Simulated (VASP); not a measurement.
# In2O3 (P-3m1) in VASP: a series of runs, part 2 of 2

VASP 6.6.1. The steps go on from the part before.

## 3. Single point, PBE (12.61 Å³/atom)

This run uses another cell than the first one, of 12.61 Å³/atom.

INCAR reads:

```
SYSTEM = In2O3
  PREC = Accurate
  ENCUT = 520
  EDIFF = 1E-7
  ISMEAR = 0
  SIGMA = 0.01
  LREAL = .FALSE.
  LASPH = .TRUE.
  NELM = 100
  ALGO = Normal
  ISIF = 2
  LWAVE = .FALSE.
  LCHARG = .FALSE.
  GGA = PE
  NBANDS = 30
```

KPOINTS reads:

```
Automatic mesh
0
G
  9 9 4
  0 0 0
```

POSCAR reads:

```
In2O3
1.0
    3.3995662229      0.0000000000      0.0000000000
   -1.6997831115      2.9441107109      0.0000000000
    0.0000000000      0.0000000000      6.3000053956
In O
2 3
Direct
    0.3333333333      0.6666666667      0.2315476735
    0.6666666667      0.3333333333      0.7684523265
    0.0000000000      0.0000000000      0.0000000000
    0.3333333333      0.6666666667      0.6577844869
    0.6666666667      0.3333333333      0.3422155131
```

Potentials or basis: VASP PAW PBE potentials, release 64 (In_d, O).

Launch:

```console
$ cat potpaw_PBE.64/In_d/POTCAR potpaw_PBE.64/O/POTCAR > POTCAR
$ mpirun -np 1 vasp_std > vasp.out
```

OUTCAR:

```text
SYSTEM = In2O3
   PREC = Accurate
   ENCUT = 520
   EDIFF = 1E-7
   ISMEAR = 0
   LREAL = .FALSE.
   LASPH = .TRUE.
   NELM = 100
   ISIF = 2
   GGA = PE

 ion  position               nearest neighbor table
   1  0.333  0.667  0.232-   5 2.08   5 2.08   5 2.08   3 2.45   3 2.45   3 2.45   4 2.69   2 3.52
                             2 3.52   2 3.52   2 3.91   2 3.91   2 3.91
   2  0.667  0.333  0.768-   4 2.08   4 2.08   4 2.08   3 2.45   3 2.45   3 2.45   5 2.69   1 3.52
                             1 3.52   1 3.52   1 3.91   1 3.91   1 3.91
   3  0.000  0.000  0.000-   1 2.45   2 2.45   2 2.45   1 2.45   2 2.45   1 2.45
[... 1000 lines left out ...]
  -------------------------------------------------------------------------------------
  Total        2.5238952      2.5238952      1.4061243     -0.0000000      0.0000000     -0.0000000
  in kB       64.1303105     64.1303105     35.7285783     -0.0000000      0.0000000     -0.0000000
  external PRESSURE =      54.6630664 kB  Pullay stress =       0.0000000 kB

 VOLUME and BASIS-vectors are now :
 -----------------------------------------------------------------------------
  energy-cutoff  :      520.00
  volume of cell :       63.05
      direct lattice vectors                 reciprocal lattice vectors
     3.399566223  0.000000000  0.000000000     0.294155176  0.169830570  0.000000000
    -1.699783111  2.944110711  0.000000000     0.000000000  0.339661140  0.000000000
     0.000000000  0.000000000  6.300005396     0.000000000  0.000000000  0.158730023

 POSITION                                       TOTAL-FORCE (eV/Angst)
 -----------------------------------------------------------------------------------
     -0.00000      1.96274      1.45875        -0.000000      0.000000     -0.081910
      1.69978      0.98137      4.84125         0.000000     -0.000000      0.081910
      0.00000      0.00000      0.00000         0.000000      0.000000      0.000000
     -0.00000      1.96274      4.14405         0.000000      0.000000     -0.210067
      1.69978      0.98137      2.15596         0.000000     -0.000000      0.210067
 -----------------------------------------------------------------------------------
    total drift:                                0.000000     -0.000000      0.000000

  FREE ENERGIE OF THE ION-ELECTRON SYSTEM (eV)
  ---------------------------------------------------
  free  energy   TOTEN  =       -27.0125829585 eV

  energy  without entropy=      -27.0125829585  energy(sigma->0) =      -27.01258296
```

stdout:

```text
POSCAR found type information on POSCAR InO
 POSCAR found :  2 types and       5 ions
 scaLAPACK will be used
 LDA part: xc-table for (Slater+PW92), standard interpolation
 POSCAR, INCAR and KPOINTS ok, starting setup
 FFT: planning ... GRIDC
 FFT: planning ... GRID_SOFT
 FFT: planning ... GRID
 WAVECAR not read
 entering main loop
```

It took 56 s on 1 thread of Intel Xeon Platinum 8488C (Sapphire Rapids), shared host; peak memory 0.22 GiB.

What came out:

```yaml
Free_energy: -27.0126 eV
Pressure: 5.5 GPa
Largest_force: 0.210 eV/Å
Band_gap_on_the_k_mesh: 0.74 eV
```

Forces on the atoms (eV/Å):
```
In   0.000  0.000 -0.082
In   0.000  0.000  0.082
O    0.000  0.000  0.000
O    0.000  0.000 -0.210
O    0.000  0.000  0.210
```

Levels at points of the mesh, in eV from the valence-band top:
```csv
k point,band 20,band 21,band 22,band 23,band 24,band 25
"(0.00, 0.00, 0.00)",-0.60,-0.60,0.00,0.74,4.86,5.80
"(0.00, 0.00, 0.50)",-0.80,-0.74,-0.74,2.79,3.68,5.50
```

Caveat: the cell stands under pressure; semilocal functionals underestimate gaps, and a narrow one can read as zero; spin-orbit coupling is left out, which moves the levels of the heavy elements.

## 4. Single point, PBE

This run uses another cell than the first one, of 13.00 Å³/atom.

INCAR reads:

```
  PREC = Accurate
  ENCUT = 520
  EDIFF = 1E-7
  ISMEAR = 0
  SIGMA = 0.01
  LREAL = F
  LASPH = T
  NELM = 100
  ALGO = Normal
  ISIF = 2
  LWAVE = F
  LCHARG = F
  GGA = PE
  NBANDS = 30
```

KPOINTS reads:

```
regular mesh
0
Gamma
  9 9 4
```

POSCAR, as its differences from that of step 3:

```diff
@@ -2,5 +2,5 @@
 1.0
-    3.3995662229      0.0000000000      0.0000000000
-   -1.6997831115      2.9441107109      0.0000000000
-    0.0000000000      0.0000000000      6.3000053956
+    3.4342580702      0.0000000000      0.0000000000
+   -1.7171290351      2.9741547320      0.0000000000
+    0.0000000000      0.0000000000      6.3642956053
 In O
```

Launch:

```console
$ cat potpaw_PBE.64/In_d/POTCAR potpaw_PBE.64/O/POTCAR > POTCAR
$ mpirun -np 1 vasp_std > vasp.out
```

Run time: 60 s. Hardware: 1 thread of Intel Xeon Platinum 8488C (Sapphire Rapids), shared host; peak memory 0.22 GiB.

It converged, with:

| Quantity | Value |
| --- | --- |
| Free energy | -27.0503 eV |
| Pressure | 0.5 GPa |
| Largest force | 0.022 eV/Å |
| Band gap on the k mesh | 0.56 eV |

Forces in eV/Å, atoms in the order of the input:
```
In   0.000  0.000 -0.001
In   0.000  0.000  0.001
O    0.000  0.000  0.000
O    0.000  0.000 -0.022
O    0.000  0.000  0.022
```

Stress tensor (GPa, compression positive):
```
0.60 0.00 0.00
0.00 0.60 0.00
0.00 0.00 0.15
```

Levels at points of the mesh, in eV from the valence-band top:
| k point | band 19 | band 20 | band 21 | band 22 | band 23 | band 24 | band 25 | band 26 |
| --- | --- | --- | --- | --- | --- | --- | --- | --- |
| (0.00, 0.00, 0.00) | -1.08 | -0.63 | -0.63 | 0.00 | 0.56 | 4.63 | 5.67 | 10.50 |
| (0.00, 0.00, 0.50) | -0.80 | -0.80 | -0.77 | -0.77 | 2.64 | 3.46 | 5.40 | 10.23 |

Caveat: semilocal functionals underestimate gaps, and a narrow one can read as zero; spin-orbit coupling is left out, which moves the levels of the heavy elements.

## 5. Overview

| cell | gap on the mesh (eV) | pressure (GPa) | largest force (eV/Å) |
| --- | --- | --- | --- |
| a = 3.364, b = 3.364, c = 6.234 Å, angles 90.0, 90.0, 120.0°, 5 atoms | 0.93 | 11.4 | 0.42 |
| a = 3.400, b = 3.400, c = 6.300 Å, angles 90.0, 90.0, 120.0°, 5 atoms | 0.74 | 5.5 | 0.21 |
| a = 3.434, b = 3.434, c = 6.364 Å, angles 90.0, 90.0, 120.0°, 5 atoms | 0.56 | 0.5 | 0.02 |

Alike in all rows: task single point; level PBE; potentials or basis VASP PAW PBE potentials, release 64 (In_d, O); no spin polarisation; k mesh 9 × 9 × 4; cutoff (eV) 520; smearing gaussian 0.01 eV.

Caveats: spin-orbit coupling is left out, which moves the levels of the heavy elements; semilocal functionals underestimate gaps, and a narrow one can read as zero (at least some runs); the stress differs along the axes, from 8 to 13 GPa (at least some runs); the cell stands under pressure (at least some runs).

Total energies depend on the potentials used, so only differences within one code and one set of settings carry meaning.
